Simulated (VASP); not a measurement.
Set up this calculation in VASP 6.6.1, as the native input.

| Item | Value |
| --- | --- |
| Task | single point |
| Functional | PBEsol |
| Potentials or basis | VASP PAW PBE potentials, release 64 (Ca_sv) |
| Cutoff | 520 eV |
| k mesh | 12 × 12 × 8 |
| Occupations | gaussian, width 0.15 eV |
| Spin | no spin polarisation |
| Dipole correction | no |
| Further INCAR settings | ALGO = Fast; EDIFF = 1e-06; NBANDS = 17 |

The structure of Ca lies in POSCAR:

```
Ca
1.0
    3.8207995398      0.0000000000      0.0000000000
   -1.9103997699      3.3089094642      0.0000000000
    0.0000000000      0.0000000000      7.0416000000
Ca
2
Direct
    0.3333333333      0.6666666667      0.2500000000
    0.6666666667      0.3333333333      0.7500000000
```

This isn't the form of Ca at room conditions, which is fcc.

This cell differs from its parent crystal: strain -0.040 along x and y, +0.080 along z.

The input as run:

INCAR

```
ALGO     = Fast           # electronic algorithm
EDIFF    = 1E-6           # SCF threshold, eV
ENCUT    = 520            # plane-wave cutoff, eV
GGA      = PS             # functional
ISIF     = 2              # what is computed and relaxed
ISMEAR   = 0              # smearing method
LASPH    = True           # aspherical terms in the spheres
LCHARG   = False          # write CHGCAR
LREAL    = False          # projectors in reciprocal space
LWAVE    = False          # write WAVECAR
NBANDS   = 17             # bands
NELM     = 80             # most SCF steps
PREC     = Accurate       # precision mode
SIGMA    = 0.15           # smearing width, eV
```

KPOINTS

```
k-points
0
Gamma
  12 12 8
```

Potentials or basis: VASP PAW PBE potentials, release 64 (Ca_sv).

Launch:

```sh
$ cat potpaw_PBE.64/Ca_sv/POTCAR > POTCAR
$ mpirun -np 1 vasp_std > vasp.out
```

Results of the run:

| Property | Result |
| --- | --- |
| Pressure | -1.2 GPa |
| Band gap on the k mesh | zero (bands 10 and 11 overlap by 0.91 eV) |

Caveat: the cell differs from its parent crystal (strain -0.040 along x and y, +0.080 along z); the PAW data sets were made with another functional, which shifts forces and pressure a little.

Run time: 2.7 min on 1 thread of Intel(R) Xeon(R) Platinum 8259CL CPU @ 2.50GHz (Skylake/Cascade Lake), on a shared host, peak memory 0.27 GiB.
